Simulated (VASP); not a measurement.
Si2GeF4, 7 atoms in the cell. It takes space group I4/mmm (No. 139, tetragonal). Conventional cell: a = 4.527 Å, b = 4.527 Å, c = 9.761 Å, α = 90.00°, β = 90.00°, γ = 90.00°. Si (site symmetry -4m2) has 6 F at 2.38 to 2.44 Å and 4 Si at 3.20 Å and 4 Ge at 3.33 Å within 3.4 Å. Within 3.0 Å of Ge (site symmetry 4/mmm) lie 4 F at 2.26 Å. Within 3.2 Å of F (site symmetry 4mm) lie 4 Si at 2.38 Å and 4 F at 2.83 Å and 1 Ge at 3.18 Å. F (site symmetry mmm) has 2 Ge at 2.26 Å and 2 Si at 2.44 Å and 4 F at 2.83 Å within 3.0 Å. The cell was generated, and may not be a known phase.

```yaml
Program: VASP 6.6.1
Task: single point
Functional: PBE
Potentials_or_basis: VASP PAW PBE potentials, release 64 (Si, Ge_d, F)
Cutoff: 520 eV
k_mesh: 6 × 6 × 6
Occupations: gaussian, width 0.1 eV
Spin: no spin polarisation
Dipole_correction: no
Further_INCAR_settings: ALGO = Normal; EDIFF = 1e-06; NBANDS = 34
```

Potentials or basis: VASP PAW PBE potentials, release 64 (Si, Ge_d, F).

Command:

```console
$ cat potpaw_PBE.64/Si/POTCAR potpaw_PBE.64/Ge_d/POTCAR potpaw_PBE.64/F/POTCAR > POTCAR
$ mpirun -np 1 vasp_std > vasp.out
```

Hardware: 1 thread of Intel(R) Xeon(R) Platinum 8488C (Sapphire Rapids) (shared host).

**Question.** Estimate the wall time of this run.

**Answer.** Run time: 2.2 min on 1 thread of Intel(R) Xeon(R) Platinum 8488C (Sapphire Rapids), with other jobs on the host, peak memory 0.35 GiB. Counts: scf iterations 13, k points 30.
